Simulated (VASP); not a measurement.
A run of VASP 6.6.1 is set up as follows.

INCAR

```
PREC     = Accurate       # precision mode
ENCUT    = 520            # plane-wave cutoff, eV
EDIFF    = 1E-6           # SCF threshold, eV
ISMEAR   = 0              # smearing method
SIGMA    = 0.1            # smearing width, eV
LREAL    = F              # projectors in reciprocal space
LASPH    = T              # aspherical terms in the spheres
NELM     = 80             # most SCF steps
ALGO     = Fast           # electronic algorithm
ISIF     = 2              # what is computed and relaxed
LWAVE    = F              # write WAVECAR
LCHARG   = F              # write CHGCAR
GGA      = PE             # functional
NBANDS   = 29             # bands
```

File KPOINTS:

```
Automatic mesh
0
Gamma
  4 4 4
```

The input POSCAR:

```
Bi2Mo
1.0
    0.0000000000      3.4276219107      3.4276219107
    3.4276219107      0.0000000000      3.4276219107
    3.4276219107      3.4276219107      0.0000000000
Bi Mo
2 1
Direct
    0.7500000000      0.7500000000      0.7500000000
    0.2500000000      0.2500000000      0.2500000000
    0.0000000000      0.0000000000      0.0000000000
```

Potentials or basis: VASP PAW PBE potentials, release 64 (Bi_d, Mo_sv).

The run is started by

```sh
$ cat potpaw_PBE.64/Bi_d/POTCAR potpaw_PBE.64/Mo_sv/POTCAR > POTCAR
$ mpirun -np 1 vasp_std > vasp.out
```

Q: Estimate the pressure.

A: 0.0 GPa.

Q: Predict the band gap on the k mesh.

A: Zero (band 22 reaches 10.08 eV, above the bottom of band 23 at 7.86 eV).

Caveat: the k points lie up to 0.40 Å⁻¹ apart; spin-orbit coupling is left out, which moves the levels of the heavy elements.
